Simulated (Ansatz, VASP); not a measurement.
## One calculation of W, two programs

```
W
1.0
     0.00000    2.10613    2.03000
     2.03000    0.00000    2.03000
     2.03000    2.10613    0.00000
W
1
Direct
  0.00000 0.00000 0.00000
```

Change from the starting cell: strain +0.0375 x Voigt [0, 1, 0, 0, 0, 0], atoms carried along.

Alike in both runs: task single point; functional r2SCAN; k mesh 20 × 20 × 20; occupations gaussian, width 0.15 eV; no spin polarisation.

```csv
,VASP,Ansatz
version,VASP 6.6.1,Ansatz 0.2.0
potentials or method,"VASP PAW PBE potentials, release 64 (W_sv), cutoff 520 eV","scalar-relativistic, plane waves, PAW"
valence electrons in the cell,14,14
```

|  | VASP | Ansatz | Ansatz less VASP |
| --- | --- | --- | --- |
| gap on the k mesh at the Fermi level (eV) | none | none | - |
| pressure (GPa) | -17.1 | -17.9 | -0.80 |
| traceless stress, the component that is largest in VASP (GPa) | 7.57 | 7.53 | -0.034 |

VASP's potentials were made for PBE, not for r2SCAN. A gap of «none» marks a metal or a gap that the smearing closes.

Neither program's run includes spin-orbit coupling.
